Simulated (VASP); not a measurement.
Runs of VASP 6.6.1 on MgS. The structure is that of space group P6_3mc (No. 186), or close to it. The cells are those of the table. 

```csv
cell,gap on the mesh (eV),pressure (GPa),largest force (eV/Å)
"a = 4.357, b = 4.357, c = 6.432 Å, angles 90.0, 90.0, 120.0°, 4 atoms",(d),-6.5,0.25
"a = 4.035, b = 4.035, c = 6.947 Å, angles 90.0, 90.0, 120.0°, 4 atoms",2.95,(b),(a)
"a = 4.035, b = 4.035, c = 6.690 Å, angles 90.0, 90.0, 120.0°, 4 atoms",3.14,-2.3,0.25
"a = 3.873, b = 3.873, c = 5.918 Å, angles 90.0, 90.0, 120.0°, 4 atoms",4.01,12.8,(c)
"a = 3.712, b = 3.712, c = 6.175 Å, angles 90.0, 90.0, 120.0°, 4 atoms",4.44,18.1,0.66
```

Alike in all rows: task single point; level PBEsol; potentials or basis VASP PAW PBE potentials, release 64 (Mg, S); no spin polarisation; k mesh 6 × 6 × 4; cutoff (eV) 520; smearing gaussian 0.05 eV.

Q: Fill in the values left out.

A: (a) 0.31; (b) -3.6; (c) 0.65; (d) 2.49.

Caveats: the PAW data sets were made with another functional, which shifts forces and pressure a little.

A k mesh can miss the band edges.
